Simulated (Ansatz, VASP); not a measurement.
## Zr2SeS2 in VASP and in Ansatz

```
Zr Se S
1.0
     5.03358    0.00000    0.00000
     0.00000    5.03358    0.00000
     0.00000    0.00000    4.63459
Zr Se S
2 1 2
Direct
  0.00000 0.50000 0.00000
  0.50000 0.00000 0.00000
  0.50000 0.50000 0.00000
  0.50000 0.50000 0.50000
  0.00000 0.00000 0.50000
```

Alike in both runs: task relaxation of cell and atoms; functional PBE; k mesh 8 × 8 × 8; occupations gaussian, width 0.1 eV; no spin polarisation.

|  | VASP | Ansatz |
| --- | --- | --- |
| version | VASP 6.6.1 | Ansatz 0.2.0 |
| potentials or method | VASP PAW PBE potentials, release 64 (Zr_sv, Se, S), cutoff 600 eV | scalar-relativistic, plane waves, PAW |
| valence electrons in the cell | 42 | 52 |

```csv
,VASP,Ansatz,Ansatz less VASP
"gap on the k mesh at the Fermi level, each at its own relaxed structure (eV)",none,none,-
relaxed volume (Å³/atom),23.71,23.67,-0.040
relaxed length of the cell vector where the two differ most in proportion (Å),5.028,5.025,-0.0032
```

A gap of «none» marks a metal or a gap that the smearing closes. VASP's potentials hold 42 valence electrons a cell and Ansatz's 52, so a difference there can come from the potentials and not from the codes.
